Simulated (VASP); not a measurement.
Write the native input for VASP 6.6.1 that does the following.

```yaml
Task: single point
Functional: PBE
Potentials_or_basis: VASP PAW PBE potentials, release 64 (Ba_sv)
Cutoff: 520 eV
k_mesh: 10 × 10 × 6
Occupations: gaussian, width 0.1 eV
Spin: no spin polarisation
Dipole_correction: no
Further_INCAR_settings: ALGO = Fast; EDIFF = 1e-07; NBANDS = 17
```

The structure of Ba lies in POSCAR:

```
Ba
1.0
    3.5532828923     -2.5004792127      0.0000000000
    3.5532828923      2.5004792127      0.0000000000
    0.0000000000      0.0000000000      7.1135449503
Ba
2
Direct
    0.7498240020      0.2501759980      0.2500000000
    0.2501759980      0.7498240020      0.7500000000
```

These files were run (other wordings do the same):

INCAR

```
SYSTEM = Ba
PREC = Accurate
ENCUT = 520
EDIFF = 1E-7
ISMEAR = 0
SIGMA = 0.1
LREAL = .False.
LASPH = .True.
NELM = 60
ALGO = Fast
ISIF = 2
LWAVE = .False.
LCHARG = .True.
GGA = PE
LELF = .True.
LVHAR = .True.
NBANDS = 17
```

KPOINTS

```
regular mesh
0
Gamma
  10 10 6
  0 0 0
```

Potentials or basis: VASP PAW PBE potentials, release 64 (Ba_sv).

Command:

```bash
$ cat potpaw_PBE.64/Ba_sv/POTCAR > POTCAR
$ mpirun -np 1 vasp_std > vasp.out
```

Results of the run:

* Pressure: 0.1 GPa
* Band gap on the k mesh: zero (bands 10 and 11 overlap by 0.95 eV)

Caveat: spin-orbit coupling is left out, which moves the levels of the heavy elements.

Run time: 2 min on 1 thread of AMD EPYC 9R45 96-Core Processor (Zen 5) (shared host), peak memory 0.35 GiB.
